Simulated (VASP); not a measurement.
Input of a VASP 6.6.1 run:

Contents of INCAR:

```
PREC = Accurate
ENCUT = 500
EDIFF = 1E-6
ISMEAR = 0
SIGMA = 0.05
LREAL = False
LASPH = True
NELM = 120
ALGO = Normal
ISIF = 2
LWAVE = False
LCHARG = False
GGA = PE
NBANDS = 11
GGA_COMPAT = False
```

The input KPOINTS:

```
Automatic mesh
0
Gamma
  8 8 8
```

Contents of POSCAR:

```
AlAs
1.0
    0.0000000000      2.9011600000      2.9011600000
    2.9011600000      0.0000000000      2.9011600000
    2.9011600000      2.9011600000      0.0000000000
Al As
1 1
Direct
    0.0000000000      0.0000000000      0.0000000000
    0.7500000000      0.7500000000      0.7500000000
```

Potentials or basis: VASP PAW PBE potentials, release 64 (Al, As).

Launch:

```console
$ cat potpaw_PBE.64/Al/POTCAR potpaw_PBE.64/As/POTCAR > POTCAR
$ mpirun -np 1 vasp_std > vasp.out
```

(1) Estimate the pressure.

(2) Predict the band gap on the k mesh.

## Answers

(1) -2.3 GPa.

(2) 1.49 eV, direct.

Caveat: the cell differs from its parent crystal (strain +0.025 along x and y, +0.025 along z).
